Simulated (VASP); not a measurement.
# Si2Mo (MoSi2 type) (I4/mmm) in VASP: a series of runs

Si2Mo (MoSi2 type) is run at these levels: LDA; tasks: single point.

Everything below comes from runs of VASP 6.6.1. Logs are shortened: lines on timing, memory, paths and dates and some standing lists are left out, and cuts for length are marked.

### Step 1. The cell of the first run

Symmetry: I4/mmm, No. 139, tetragonal system. Conventional cell: a = 2.817 Å, b = 2.817 Å, c = 7.108 Å, α = 90.00°, β = 90.00°, γ = 90.00°. Within 3.1 Å of Mo (site symmetry 4/mmm) lie 10 Si at 2.33 to 2.35 Å and 4 Mo at 2.82 Å. Within 3.0 Å of Si (site symmetry 4mm) lie 9 Si at 2.30 to 2.82 Å and 5 Mo at 2.33 to 2.35 Å.

### Step 2. Single point, LDA

The input, INCAR:

```
PREC     = Accurate       # precision mode
ENCUT    = 520            # plane-wave cutoff, eV
EDIFF    = 1E-6           # SCF threshold, eV
ISMEAR   = -1             # smearing method
SIGMA    = 0.05           # smearing width, eV
LREAL    = F              # projectors in reciprocal space
LASPH    = T              # aspherical terms in the spheres
NELM     = 60             # most SCF steps
ALGO     = Normal         # electronic algorithm
ISIF     = 2              # what is computed and relaxed
LWAVE    = F              # write WAVECAR
LCHARG   = F              # write CHGCAR
NBANDS   = 18             # bands
```

The input, KPOINTS:

```
regular mesh
0
Gamma
  15 15 15
```

The input, POSCAR:

```
Si2Mo
1.0
   -1.4086871119      1.4086871119      3.5538985893
    1.4086871119     -1.4086871119      3.5538985893
    1.4086871119      1.4086871119     -3.5538985893
Mo Si
1 2
Direct
    0.0000000000      0.0000000000      0.0000000000
    0.3312701483      0.3312701483      0.0000000000
   -0.3312701483     -0.3312701483      0.0000000000
```

Potentials or basis: VASP PAW LDA potentials, release 64 (Mo_sv, Si).

Launch:

```
$ cat potpaw_LDA.64/Mo_sv/POTCAR potpaw_LDA.64/Si/POTCAR > POTCAR
$ mpirun -np 1 vasp_std > vasp.out
```

OUTCAR:

```text
PREC = Accurate
   ENCUT = 520
   EDIFF = 1E-6
   ISMEAR = -1
   LREAL = F
   LASPH = T
   NELM = 60
   ISIF = 2

 ion  position               nearest neighbor table
   1  0.000  0.000  0.000-   3 2.33   3 2.33   3 2.33   2 2.33   3 2.33   2 2.33   2 2.33   2 2.33
                             2 2.35   3 2.35
   2  0.331  0.331  0.000-   3 2.30   3 2.30   3 2.30   3 2.30   1 2.33   1 2.33   1 2.33   1 2.33
                             1 2.35   3 2.40
   3  0.669  0.669  0.000-   2 2.30   2 2.30   2 2.30   2 2.30   1 2.33   1 2.33   1 2.33   1 2.33
                             1 2.35   2 2.40

  LATTYP: Found a body centered tetragonal cell.
 ALAT       =     2.8173742238
 C/A-ratio  =     2.5228445403

  Lattice vectors:

 A1 = (  -1.4086871119,   1.4086871119,   3.5538985893)
 A2 = (   1.4086871119,  -1.4086871119,   3.5538985893)
 A3 = (   1.4086871119,   1.4086871119,  -3.5538985893)

Analysis of symmetry for initial positions (statically):
=====================================================================
 Subroutine PRICEL returns:
 Original cell was already a primitive cell.

 Routine SETGRP: Setting up the symmetry group for a
 body centered tetragonal supercell.

 Subroutine GETGRP returns: Found 16 space group operations
 (whereof 16 operations were pure point group operations)
 out of a pool of 16 trial point group operations.

The static configuration has the point symmetry D_4h.

Analysis of symmetry for dynamics (positions and initial velocities):
=====================================================================
 Subroutine PRICEL returns:
 Original cell was already a primitive cell.

 Routine SETGRP: Setting up the symmetry group for a
 body centered tetragonal supercell.

 Subroutine GETGRP returns: Found 16 space group operations
 (whereof 16 operations were pure point group operations)
 out of a pool of 16 trial point group operations.

The dynamic configuration has the point symmetry D_4h.

 Subroutine INISYM returns: Found 16 space group operations
 (whereof 16 operations are pure point group operations),
 and found     1 'primitive' translations

----------------------------------------------------------------------------------------

                                     Primitive cell

  volume of cell :      28.2094

  direct lattice vectors                    reciprocal lattice vectors
    -1.408687112  1.408687112  3.553898589     0.000000000  0.354940423  0.140690565
     1.408687112 -1.408687112  3.553898589     0.354940423  0.000000000  0.140690565
     1.408687112  1.408687112 -3.553898589     0.354940423  0.354940423  0.000000000

  length of vectors
     4.074186292  4.074186292  4.074186292     0.381806940  0.381806940  0.501961561

  position of ions in fractional coordinates (direct lattice)
     0.000000000  0.000000000  0.000000000
     0.331270148  0.331270148  0.000000000
     0.668729852  0.668729852  0.000000000

  ion indices of the primitive-cell ions
   primitive index   ion index
                 1           1
                 2           2
                 3           3

----------------------------------------------------------------------------------------

 KPOINTS: regular mesh

Automatic generation of k-mesh.
 Grid dimensions read from file:
 generate k-points for:   15   15   15

 Generating k-lattice:

  Cartesian coordinates                     Fractional coordinates (reciprocal lattice)
     0.000000000  0.023662695  0.009379371     0.066666667  0.000000000  0.000000000
     0.023662695  0.000000000  0.009379371     0.000000000  0.066666667  0.000000000
     0.023662695  0.023662695  0.000000000     0.000000000  0.000000000  0.066666667

  Length of vectors
     0.025453796  0.025453796  0.033464104

  Shift w.r.t. Gamma in fractional coordinates (k-lattice)
     0.000000000  0.000000000  0.000000000

 Subroutine IBZKPT returns following result:
 ===========================================

 Found    288 irreducible k-points:

 Following reciprocal coordinates:
            Coordinates               Weight
  0.000000  0.000000  0.000000      1.000000
  0.066667  0.000000  0.000000      8.000000
  0.133333 -0.000000  0.000000      8.000000
  0.200000  0.000000 -0.000000      8.000000
  0.266667 -0.000000  0.000000      8.000000
  0.333333  0.000000 -0.000000      8.000000
[... 16 lines left out ...]
  0.133333  0.133333  0.000000      8.000000
  0.200000  0.133333  0.000000     16.000000
 [... further k-points ...]
   k-points           NKPTS =    288   k-points in BZ     NKDIM =    288   number of bands    NBANDS=     18
   number of dos      NEDOS =    301   number of ions     NIONS =      3
   total plane-waves  NPLWV =  27000
   dimension x,y,z NGX =    30 NGY =   30 NGZ =   30
   dimension x,y,z NGXF=    60 NGYF=   60 NGZF=   60
   ions per type =               1   2
   NGX,Y,Z   is equivalent  to a cutoff of  12.24, 12.24, 12.24 a.u.
   NGXF,Y,Z  is equivalent  to a cutoff of  24.48, 24.48, 24.48 a.u.
 SYSTEM =  unknown system
   PREC   = accura    normal or accurate (medium, high low for compatibility)
   ISTART =      0    job   : 0-new  1-cont  2-samecut
   ICHARG =      2    charge: 1-file 2-atom 10-const
   ISPIN  =      1    spin polarized calculation?
   LNONCOLLINEAR =      F non collinear calculations
   LSORBIT =      F    spin-orbit coupling
   LASPH  =      T    aspherical Exc in radial PAW
   ENCUT  =  520.0 eV  38.22 Ry    6.18 a.u.   7.58  7.58  7.58*2*pi/ulx,y,z
   NELM   =     60;   NELMIN=  2; NELMDL= -5     # of ELM steps
   EDIFF  = 0.1E-05   stopping-criterion for ELM
   LREAL  =      F    real-space projection
   EDIFFG = 0.1E-04   stopping-criterion for IOM
   NSW    =      0    number of steps for IOM
   IBRION =     -1    ionic relax: 0-MD 1-quasi-New 2-CG
   NFREE  =      0    steps in history (QN), initial steepest desc. (CG)
   ISIF   =      2    stress and relaxation
   ISYM   =      2    0-nonsym 1-usesym 2-fastsym
   POTIM  = 0.5000    time-step for ionic-motion
   TEBEG  =    0.0;   TEEND  =   0.0 temperature during run
   PSTRESS=    0.0 pullay stress
   NELECT =      22.0000    total number of electrons
   NUPDOWN=      -1.0000    fix difference up-down
   EMIN   =  10.00;   EMAX   =-10.00  energy-range for DOS
   EFERMI =   0.00;   METHOD = LEGACY
   ISMEAR =    -1;   SIGMA  =   0.05  broadening in eV -4-tet -1-fermi 0-gaus
   EFERMI_NEDOS =   21; number of points for ismear=-14 and -15
   IALGO  =     38    algorithm
   IMIX   =      4    mixing-type and parameters
     AMIX     =   0.40;   BMIX     =  1.00
     AMIX_MAG =   1.60;   BMIX_MAG =  1.00
  volume/ion in A,a.u.               =       9.40        63.46
  Fermi-wavevector in a.u.,A,eV,Ry     =   1.506900  2.847628 30.895386  2.270747
  Thomas-Fermi vector in A             =   2.617557
   LORBIT       =      0    0 simple, 1 ext, 2 COOP (PROOUT), +10 PAW based schemes
   GGA     = CA    functional components
   LHFCALC =     F    Hartree Fock is set to
   AEXX    =    0.0000 exact exchange contribution
   IVDW    =     0    specifies the selected vdW correction
   LEPSILON=     F    determine dielectric tensor
   LRPA    =     F    only Hartree local field effects (RPA)
 non-spin polarized calculation
  energy-cutoff  :      520.00
  volume of cell :       28.21
 maximum number of plane-waves:       777
   NGX = 15   NGY = 15   NGZ = 15

 number of electron      22.0000000 magnetization

 Free energy of the ion-electron system (eV)
  ---------------------------------------------------
  ext. energy  EPLUGINS =         0.00000000
  ---------------------------------------------------
  free energy    TOTEN  =       -21.91188618 eV

  energy without entropy =      -21.90962318  energy(sigma->0) =      -21.91075468

 E-fermi :  18.3550     XC(G=0): -14.3164

 val. band max:       18.2541005066   @ k =  -0.4000  -0.4667   0.2667
 cond. band min:      18.3571690090   @ k =  -0.4000  -0.4667   0.4000
 fundamental gap:      0.1030685024
 Fermi energy:        18.3549580679

 k-point     1 :       0.0000    0.0000    0.0000
  band No.  band energies     occupation
      1     -41.7167      2.00000
      2     -16.4762      2.00000
      3     -15.9154      2.00000
      4     -15.9154      2.00000
      5       2.0366      2.00000
      6       9.5858      2.00000
[... 10 lines left out ...]
     17      25.5865      0.00000
     18      25.5865      0.00000

 k-point     2 :       0.0667    0.0000    0.0000
  band No.  band energies     occupation
      1     -41.7121      2.00000
      2     -16.4727      2.00000
      3     -15.9619      2.00000
      4     -15.9111      2.00000
      5       2.1508      2.00000
      6       9.6598      2.00000
[... 10 lines left out ...]
     17      25.6755      0.00000
     18      26.1799      0.00000

 k-point     3 :       0.1333   -0.0000    0.0000
  band No.  band energies     occupation
      1     -41.6993      2.00000
      2     -16.4628      2.00000
      3     -16.0916      2.00000
      4     -15.8990      2.00000
      5       2.4849      2.00000
      6       9.8566      2.00000
[... 10 lines left out ...]
     17      26.2718      0.00000
     18      27.2001      0.00000

 k-point     4 :       0.2000    0.0000   -0.0000
  band No.  band energies     occupation
      1     -41.6803      2.00000
      2     -16.4486      2.00000
      3     -16.2777      2.00000
      4     -15.8811      2.00000
      5       3.0160      2.00000
      6      10.0612      2.00000
[... 375 lines left out ...]
      4     -15.9524      2.00000
      5       2.2295      2.00000
      6       9.7879      2.00000
[... 10 lines left out ...]
     17      25.6373      0.00000
     18      26.5125      0.00000

 k-point    23 :       0.1333    0.1333    0.0000
  band No.  band energies     occupation
      1     -41.6818      2.00000
      2     -16.4580      2.00000
      3     -16.0880      2.00000
      4     -16.0574      2.00000
      5       3.0354      2.00000
      6       9.8199      2.00000
[... 10 lines left out ...]
     17      26.9382      0.00000
     18      27.1832      0.00000

 k-point    24 :       0.2000    0.1333    0.0000
  band No.  band energies     occupation
      1     -41.6629      2.00000
      2     -16.4455      2.00000
      3     -16.2574      2.00000
      4     -16.0502      2.00000
      5       3.5867      2.00000
      6       9.8465      2.00000
[... 10 lines left out ...]
     17      26.8024      0.00000
     18      28.0804      0.00000

 [... further k-points ...]
[... 5 lines left out ...]
  --------------------------------------------------------------------------------------
  -------------------------------------------------------------------------------------
  Total       26.4194535     26.4194535     26.4762686      0.0000000      0.0000000      0.0000000
  in kB     1500.5148822   1500.5148822   1503.7417422      0.0000000      0.0000000      0.0000000
  external PRESSURE =    1501.5905022 kB  Pullay stress =       0.0000000 kB

 VOLUME and BASIS-vectors are now :
 -----------------------------------------------------------------------------
  energy-cutoff  :      520.00
  volume of cell :       28.21
      direct lattice vectors                 reciprocal lattice vectors
    -1.408687112  1.408687112  3.553898589     0.000000000  0.354940423  0.140690565
     1.408687112 -1.408687112  3.553898589     0.354940423  0.000000000  0.140690565
     1.408687112  1.408687112 -3.553898589     0.354940423  0.354940423  0.000000000

 POSITION                                       TOTAL-FORCE (eV/Angst)
 -----------------------------------------------------------------------------------
      0.00000      0.00000      0.00000        -0.000000     -0.000000      0.000000
      0.00000      0.00000      2.35460         0.000000      0.000000     -0.028879
      0.00000      0.00000      4.75320        -0.000000     -0.000000      0.028879
 -----------------------------------------------------------------------------------
    total drift:                                0.000000     -0.000000     -0.000000

  FREE ENERGIE OF THE ION-ELECTRON SYSTEM (eV)
  ---------------------------------------------------
  free  energy   TOTEN  =       -21.9118861767 eV

  energy  without entropy=      -21.9096231777  energy(sigma->0) =      -21.91075468
```

Run time: 1.9 min. Hardware: 1 thread of Intel Xeon 6975P-C (Granite Rapids), shared host; peak memory 0.26 GiB.

Results:

```yaml
Free_energy: -21.9119 eV
Pressure: 150.2 GPa
Largest_force: 0.029 eV/Å
Band_gap_on_the_k_mesh: zero (band 11 reaches 19.38 eV, above the bottom of band 12 at 17.93 eV)
```

Forces on the atoms (eV/Å):
```
Mo   0.000  0.000  0.000
Si   0.000  0.000 -0.029
Si   0.000  0.000  0.029
```

### Step 3. Single point, LDA

The input, INCAR:

```
SYSTEM = Si2Mo
  PREC = Accurate
  ENCUT = 520
  EDIFF = 1E-6
  ISMEAR = -1
  SIGMA = 0.05
  LREAL = .False.
  LASPH = .True.
  NELM = 60
  ALGO = Normal
  ISIF = 2
  LWAVE = .False.
  LCHARG = .False.
  NBANDS = 18
```

The input, KPOINTS:

```
Automatic mesh
0
Gamma
  15 15 15
  0 0 0
```

POSCAR is that of step 2.

Potentials or basis: VASP PAW LDA potentials, release 64 (Mo_sv, Si).

Launch:

```
$ cat potpaw_LDA.64/Mo_sv/POTCAR potpaw_LDA.64/Si/POTCAR > POTCAR
$ mpirun -np 1 vasp_std > vasp.out
```

Run time: 2 min. Hardware: 1 thread of Intel Xeon 6975P-C (Granite Rapids), shared host; peak memory 0.26 GiB.

It converged, with:

```
Free energy            : -21.9119 eV
Pressure               : 150.2 GPa
Largest force          : 0.029 eV/Å
Band gap on the k mesh : zero (band 11 reaches 19.38 eV, above the bottom of band 12 at 17.93 eV)
```

Forces in eV/Å, atoms in the order of the input:
```
Mo   0.000  0.000  0.000
Si   0.000  0.000 -0.029
Si   0.000  0.000  0.029
```

Stress tensor (GPa, compression positive):
```
150.05   0.00   0.00
  0.00 150.05   0.00
  0.00   0.00 150.37
```

Levels at points of the mesh, in eV from the Fermi level:
```
           k point  band 8  band 9  band 10  band 11  band 12  band 13  band 14  band 15
(0.00, 0.00, 0.00)   -3.62   -3.62    -3.10     0.84     1.55     5.33     5.33     5.87
```

### Step 4. Single point, LDA

This run uses another cell than the first one, of 10.45 Å³/atom, 1.111 times its volume.

The input, INCAR:

```
SYSTEM = Si2Mo
  PREC = Accurate
  ENCUT = 520
  EDIFF = 1E-7
  ISMEAR = -1
  SIGMA = 0.05
  LREAL = .FALSE.
  LASPH = .TRUE.
  NELM = 60
  ALGO = Normal
  ISIF = 2
  LWAVE = .FALSE.
  LCHARG = .FALSE.
  GGA = CA
  NBANDS = 18
```

The input, KPOINTS:

```
regular mesh
0
G
  15 15 15
  0 0 0
```

The input, POSCAR:

```
Si2Mo
1.0
   -1.4644085077      1.4644085077      3.6539880059
    1.4644085077     -1.4644085077      3.6539880059
    1.4644085077      1.4644085077     -3.6539880059
Mo Si
1 2
Direct
    0.0000000000      0.0000000000      0.0000000000
    0.3323756031      0.3323756031      0.0000000000
   -0.3323756031     -0.3323756031      0.0000000000
```

Launch:

```
$ cat potpaw_LDA.64/Mo_sv/POTCAR potpaw_LDA.64/Si/POTCAR > POTCAR
$ mpirun -np 1 vasp_std > vasp.out
```

Wall time 79 s (1 thread of Intel Xeon 6975P-C (Granite Rapids), shared host); peak memory 0.26 GiB.

It converged, with:

```
Free energy            : -24.1385 eV
Pressure               : 82.4 GPa
Largest force          : 0.023 eV/Å
Band gap on the k mesh : zero (band 11 reaches 17.18 eV, above the bottom of band 12 at 15.99 eV)
```

Forces on the atoms (eV/Å):
```
Mo   0.000  0.000  0.000
Si   0.000  0.000 -0.023
Si   0.000  0.000  0.023
```

Stress tensor (GPa, compression positive):
```
82.35  0.00  0.00
 0.00 82.35  0.00
 0.00  0.00 82.54
```

Levels at points of the mesh, in eV from the Fermi level:
| k point | band 7 | band 8 | band 9 | band 10 | band 11 | band 12 | band 13 | band 14 | band 15 | band 16 |
| --- | --- | --- | --- | --- | --- | --- | --- | --- | --- | --- |
| (0.00, 0.00, 0.00) | -4.42 | -3.32 | -3.32 | -3.21 | 0.66 | 2.13 | 4.68 | 4.68 | 4.94 | 5.36 |

(Continued in part 2 of 2.)
